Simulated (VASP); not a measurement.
# Nb (Im-3m) in VASP: further runs

Nb is run at these levels: RPBE, revPBE, BLYP, LDA; tasks: density of states, vibrations by perturbation theory.

Everything below comes from runs of VASP 6.6.1. Logs are shortened: lines on timing, memory, paths and dates and some standing lists are left out, and cuts for length are marked.

## Step 1: The cell of the first run

The structure is cubic, space group Im-3m (No. 229). The conventional cell has a = 3.328 Å, b = 3.328 Å, c = 3.328 Å, α = 90.00°, β = 90.00°, γ = 90.00°. Nb (site symmetry m-3m) has 14 Nb at 2.88 to 3.33 Å within 3.8 Å.

## Step 2: Density of states, RPBE

POSCAR reads:

```
Nb
1.0
   -1.6639500000      1.6639500000      1.6639500000
    1.6639500000     -1.6639500000      1.6639500000
    1.6639500000      1.6639500000     -1.6639500000
Nb
1
Direct
    0.0000000000      0.0000000000      0.0000000000
```

INCAR.step1 reads:

```
SYSTEM = Nb
ALGO = Normal
EDIFF = 1E-6
ENCUT = 400
GGA = RP
GGA_COMPAT = .FALSE.
ISIF = 2
ISMEAR = -1
LASPH = .TRUE.
LCHARG = .TRUE.
LMAXMIX = 4
LORBIT = 11
LREAL = .FALSE.
LWAVE = .FALSE.
NBANDS = 12
NEDOS = 2001
NELM = 120
PREC = Accurate
SIGMA = 0.05
```

KPOINTS.step1 reads:

```
k-points
0
G
  6 6 6
  0 0 0
```

INCAR.step2 reads:

```
SYSTEM = Nb
ALGO = Normal
EDIFF = 1E-6
ENCUT = 400
GGA = RP
GGA_COMPAT = .FALSE.
ICHARG = 11
ISIF = 2
ISMEAR = -5
LASPH = .TRUE.
LCHARG = .FALSE.
LMAXMIX = 4
LORBIT = 11
LREAL = .FALSE.
LWAVE = .FALSE.
NEDOS = 2001
NELM = 120
PREC = Accurate
SIGMA = 0.05
```

KPOINTS.step2 reads:

```
k-points
0
G
  9 9 9
  0 0 0
```

Potentials or basis: VASP PAW PBE potentials, release 64 (Nb_sv).

The run is started by

```sh
> cat potpaw_PBE.64/Nb_sv/POTCAR > POTCAR
> cp INCAR.step1 INCAR
> cp KPOINTS.step1 KPOINTS
> mpirun -np 1 vasp_std > vasp.out
> cp INCAR.step2 INCAR
> cp KPOINTS.step2 KPOINTS
> mpirun -np 1 vasp_std > vasp.out
```

OUTCAR:

```text
SYSTEM = Nb
   EDIFF = 1E-6
   ENCUT = 400
   GGA = RP
   ICHARG = 11
   ISIF = 2
   ISMEAR = -5
   LASPH = .TRUE.
   LORBIT = 11
   LREAL = .FALSE.
   NELM = 120
   PREC = Accurate

 ion  position               nearest neighbor table
   1  0.000  0.000  0.000-

  LATTYP: Found a body centered cubic cell.
 ALAT       =     3.3279000000

  Lattice vectors:

 A1 = (  -1.6639500000,   1.6639500000,   1.6639500000)
 A2 = (   1.6639500000,  -1.6639500000,   1.6639500000)
 A3 = (   1.6639500000,   1.6639500000,  -1.6639500000)

Analysis of symmetry for initial positions (statically):
=====================================================================
 Subroutine PRICEL returns:
 Original cell was already a primitive cell.

 Routine SETGRP: Setting up the symmetry group for a
 body centered cubic supercell.

 Subroutine GETGRP returns: Found 48 space group operations
 (whereof 48 operations were pure point group operations)
 out of a pool of 48 trial point group operations.

The static configuration has the point symmetry O_h .

Analysis of symmetry for dynamics (positions and initial velocities):
=====================================================================
 Subroutine PRICEL returns:
 Original cell was already a primitive cell.

 Routine SETGRP: Setting up the symmetry group for a
 body centered cubic supercell.

 Subroutine GETGRP returns: Found 48 space group operations
 (whereof 48 operations were pure point group operations)
 out of a pool of 48 trial point group operations.

The dynamic configuration has the point symmetry O_h .

 Subroutine INISYM returns: Found 48 space group operations
 (whereof 48 operations are pure point group operations),
 and found     1 'primitive' translations

----------------------------------------------------------------------------------------

                                     Primitive cell

  volume of cell :      18.4281

  direct lattice vectors                    reciprocal lattice vectors
    -1.663950000  1.663950000  1.663950000     0.000000000  0.300489798  0.300489798
     1.663950000 -1.663950000  1.663950000     0.300489798  0.000000000  0.300489798
     1.663950000  1.663950000 -1.663950000     0.300489798  0.300489798  0.000000000

  length of vectors
     2.882045941  2.882045941  2.882045941     0.424956748  0.424956748  0.424956748

  position of ions in fractional coordinates (direct lattice)
     0.000000000  0.000000000  0.000000000

  ion indices of the primitive-cell ions
   primitive index   ion index
                 1           1

----------------------------------------------------------------------------------------

 KPOINTS: k-points

Automatic generation of k-mesh.
 Grid dimensions read from file:
 generate k-points for:    9    9    9

 Generating k-lattice:

  Cartesian coordinates                     Fractional coordinates (reciprocal lattice)
     0.000000000  0.033387755  0.033387755     0.111111111  0.000000000  0.000000000
     0.033387755  0.000000000  0.033387755     0.000000000  0.111111111  0.000000000
     0.033387755  0.033387755  0.000000000     0.000000000  0.000000000  0.111111111

  Length of vectors
     0.047217416  0.047217416  0.047217416

  Shift w.r.t. Gamma in fractional coordinates (k-lattice)
     0.000000000  0.000000000  0.000000000

 TETIRR: Found    774 inequivalent tetrahedra from     4374

 Subroutine IBZKPT returns following result:
 ===========================================

 Found     35 irreducible k-points:

 Following reciprocal coordinates:
            Coordinates               Weight
  0.000000  0.000000  0.000000      1.000000
  0.111111  0.000000  0.000000     12.000000
  0.222222  0.000000  0.000000     12.000000
  0.333333  0.000000  0.000000     12.000000
  0.444444  0.000000  0.000000     12.000000
  0.111111  0.111111  0.000000     24.000000
[... 16 lines left out ...]
 -0.333333  0.444444  0.111111     48.000000
 -0.444444 -0.444444  0.111111     24.000000
 [... further k-points ...]
   k-points           NKPTS =     35   k-points in BZ     NKDIM =     35   number of bands    NBANDS=     10
   number of dos      NEDOS =   2001   number of ions     NIONS =      1
   total plane-waves  NPLWV =   8000
   dimension x,y,z NGX =    20 NGY =   20 NGZ =   20
   dimension x,y,z NGXF=    40 NGYF=   40 NGZF=   40
   ions per type =               1
   NGX,Y,Z   is equivalent  to a cutoff of  11.54, 11.54, 11.54 a.u.
   NGXF,Y,Z  is equivalent  to a cutoff of  23.07, 23.07, 23.07 a.u.
 SYSTEM =  Nb
   PREC   = accura    normal or accurate (medium, high low for compatibility)
   ISTART =      0    job   : 0-new  1-cont  2-samecut
   ICHARG =     11    charge: 1-file 2-atom 10-const
   ISPIN  =      1    spin polarized calculation?
   LNONCOLLINEAR =      F non collinear calculations
   LSORBIT =      F    spin-orbit coupling
   LASPH  =      T    aspherical Exc in radial PAW
   ENCUT  =  400.0 eV  29.40 Ry    5.42 a.u.   4.70  4.70  4.70*2*pi/ulx,y,z
   NELM   =    120;   NELMIN=  2; NELMDL=  0     # of ELM steps
   EDIFF  = 0.1E-05   stopping-criterion for ELM
   LREAL  =      F    real-space projection
   EDIFFG = 0.1E-04   stopping-criterion for IOM
   NSW    =      0    number of steps for IOM
   IBRION =     -1    ionic relax: 0-MD 1-quasi-New 2-CG
   NFREE  =      0    steps in history (QN), initial steepest desc. (CG)
   ISIF   =      2    stress and relaxation
   ISYM   =      2    0-nonsym 1-usesym 2-fastsym
   POTIM  = 0.5000    time-step for ionic-motion
   TEBEG  =    0.0;   TEEND  =   0.0 temperature during run
   PSTRESS=    0.0 pullay stress
   NELECT =      13.0000    total number of electrons
   NUPDOWN=      -1.0000    fix difference up-down
   EMIN   =  10.00;   EMAX   =-10.00  energy-range for DOS
   EFERMI =   0.00;   METHOD = LEGACY
   ISMEAR =    -5;   SIGMA  =   0.05  broadening in eV -4-tet -1-fermi 0-gaus
   EFERMI_NEDOS =   21; number of points for ismear=-14 and -15
   IALGO  =     38    algorithm
   IMIX   =      4    mixing-type and parameters
     AMIX     =   0.40;   BMIX     =  1.00
     AMIX_MAG =   1.60;   BMIX_MAG =  1.00
  volume/ion in A,a.u.               =      18.43       124.36
  Fermi-wavevector in a.u.,A,eV,Ry     =   1.457345  2.753983 28.896790  2.123854
  Thomas-Fermi vector in A             =   2.574157
   LORBIT       =     11    0 simple, 1 ext, 2 COOP (PROOUT), +10 PAW based schemes
   GGA     = RP    functional components
   LHFCALC =     F    Hartree Fock is set to
   AEXX    =    0.0000 exact exchange contribution
   IVDW    =     0    specifies the selected vdW correction
   LEPSILON=     F    determine dielectric tensor
   LRPA    =     F    only Hartree local field effects (RPA)
 non-spin polarized calculation
 Fermi weights with tetrahedron method with Bloechl corrections
  energy-cutoff  :      400.00
  volume of cell :       18.43
 maximum number of plane-waves:       342

 number of electron      13.0000003 magnetization

 Free energy of the ion-electron system (eV)
  ---------------------------------------------------
  ext. energy  EPLUGINS =         0.00000000
  ---------------------------------------------------
  free energy    TOTEN  =        -9.70744589 eV

  energy without entropy =       -9.70744589  energy(sigma->0) =       -9.70744589

 E-fermi :  11.0024     XC(G=0): -12.2996

 val. band max:       10.9890232716   @ k =  -0.2222   0.3333   0.1111
 cond. band min:      11.0838830839   @ k =   0.1111   0.0000   0.0000
 fundamental gap:      0.0948598124
 Fermi energy:        11.0024413030

 k-point     1 :       0.0000    0.0000    0.0000
  band No.  band energies     occupation
      1     -43.3723      2.00000
      2     -18.7308      2.00000
      3     -18.7308      2.00000
      4     -18.7308      2.00000
      5       5.0797      2.00000
      6      11.3744     -0.11235
      7      11.3744     -0.02870
      8      11.3744      0.00000
      9      14.2112      0.00000
     10      14.2112      0.00000

 k-point     2 :       0.1111    0.0000    0.0000
  band No.  band energies     occupation
      1     -43.3465      2.00000
      2     -18.8895      2.00000
      3     -18.7795      2.00000
      4     -18.7325      2.00000
      5       5.5610      2.00000
      6      11.0839      0.76690
      7      11.2793     -0.02250
      8      11.8432      0.00000
      9      13.8329      0.00000
     10      14.2166      0.00000

 k-point     3 :       0.2222    0.0000    0.0000
  band No.  band energies     occupation
      1     -43.2806      2.00000
      2     -19.2769      2.00000
      3     -18.9000      2.00000
      4     -18.7358      2.00000
      5       6.7144      2.00000
      6      10.4370      2.08232
      7      10.9237      1.72214
      8      13.1780      0.00000
      9      13.6431      0.00000
     10      14.3093      0.00000

 k-point     4 :       0.3333    0.0000    0.0000
  band No.  band energies     occupation
      1     -43.2046      2.00000
      2     -19.6967      2.00000
      3     -19.0338      2.00000
      4     -18.7395      2.00000
      5       7.4573      2.00000
      6       9.8111      2.00000
      7      11.3402      0.29299
      8      14.0162      0.00000
      9      14.5655      0.00000
     10      15.1108      0.00000

 k-point     5 :       0.4444    0.0000    0.0000
  band No.  band energies     occupation
      1     -43.1544      2.00000
      2     -19.9608      2.00000
      3     -19.1196      2.00000
      4     -18.7420      2.00000
      5       7.3861      2.00000
      6       9.4477      2.00000
      7      12.7815     -0.11299
      8      14.2587      0.00000
      9      14.8500      0.00000
     10      16.8846      0.00000

 k-point     6 :       0.1111    0.1111    0.0000
  band No.  band energies     occupation
      1     -43.3006      2.00000
      2     -19.1551      2.00000
      3     -18.8360      2.00000
      4     -18.7698      2.00000
      5       6.4121      2.00000
      6      10.7410      2.02488
      7      10.8209      1.84458
      8      12.8464      0.00000
      9      13.4243      0.00000
     10      14.4167      0.00000
[... 183 lines left out ...]
 k-point    21 :      -0.2222    0.3333    0.1111
  band No.  band energies     occupation
      1     -43.1917      2.00000
      2     -19.5307      2.00000
      3     -19.1031      2.00000
      4     -18.9235      2.00000
      5       8.1234      2.00000
      6      10.0999      2.00506
      7      10.9890      1.23684
      8      12.4509      0.00000
      9      14.3389      0.00000
     10      15.4644      0.00000

 k-point    22 :      -0.4444    0.4444    0.1111
  band No.  band energies     occupation
      1     -43.1360      2.00000
      2     -19.9178      2.00000
      3     -19.1763      2.00000
      4     -18.8486      2.00000
      5       7.7703      2.00000
      6       9.9417      2.00000
      7      11.3821      0.04108
      8      13.4395      0.00000
      9      16.2393      0.00000
     10      16.7802      0.00000

 k-point    23 :      -0.3333    0.4444    0.1111
  band No.  band energies     occupation
      1     -43.1328      2.00000
      2     -19.7704      2.00000
      3     -19.2624      2.00000
      4     -18.9320      2.00000
      5       8.4571      2.00000
      6       9.8326      2.00000
      7      10.7786      1.49719
      8      13.1282      0.00000
      9      15.2744      0.00000
     10      17.2043      0.00000

 k-point    24 :      -0.4444   -0.4444    0.1111
  band No.  band energies     occupation
      1     -43.1093      2.00000
      2     -19.8648      2.00000
      3     -19.3267      2.00000
      4     -18.9313      2.00000
      5       8.3032      2.00000
      6      10.1790      2.00000
      7      10.5157      1.79506
      8      13.2503      0.00000
      9      16.0000      0.00000
     10      18.7706      0.00000

 [... further k-points ...]

------------------------ aborting loop because EDIFF is reached ----------------------------------------

  FORCE on cell =-STRESS in cart. coord.  units (eV):
  Direction    XX          YY          ZZ          XY          YZ          ZX
  --------------------------------------------------------------------------------------
  -------------------------------------------------------------------------------------
  Total       -0.7630623     -0.7630623     -0.7630623     -0.0000000      0.0000000     -0.0000000
  in kB      -66.3421839    -66.3421839    -66.3421839     -0.0000000      0.0000000     -0.0000000
  external PRESSURE =     -66.3421839 kB  Pullay stress =       0.0000000 kB

 VOLUME and BASIS-vectors are now :
 -----------------------------------------------------------------------------
  energy-cutoff  :      400.00
  volume of cell :       18.43
      direct lattice vectors                 reciprocal lattice vectors
    -1.663950000  1.663950000  1.663950000     0.000000000  0.300489798  0.300489798
     1.663950000 -1.663950000  1.663950000     0.300489798  0.000000000  0.300489798
     1.663950000  1.663950000 -1.663950000     0.300489798  0.300489798  0.000000000

 POSITION                                       TOTAL-FORCE (eV/Angst)
 -----------------------------------------------------------------------------------
      0.00000      0.00000      0.00000        -0.000000     -0.000000     -0.000000
 -----------------------------------------------------------------------------------
    total drift:                               -0.000000      0.000000     -0.000000

  FREE ENERGIE OF THE ION-ELECTRON SYSTEM (eV)
  ---------------------------------------------------
  free  energy   TOTEN  =        -9.7074458914 eV

  energy  without entropy=       -9.7074458914  energy(sigma->0) =       -9.70744589

 total charge

# of ion       s       p       d       tot
------------------------------------------
    1        2.214   5.996   2.488  10.698
```

Run time: 5.3 s. Hardware: 1 thread of Intel Xeon 6975P-C (Granite Rapids), shared host; peak memory 0.12 GiB.

What came out:

| Property | Result |
| --- | --- |
| Valence electrons inside the program's atomic spheres | Nb 10.70 |

Caveat: the k points lie up to 0.45 Å⁻¹ apart; the PAW data sets were made with another functional, which shifts forces and pressure a little; tetrahedron occupations give inexact forces and stress in metals.

(Part 1 of 2 ends here.)
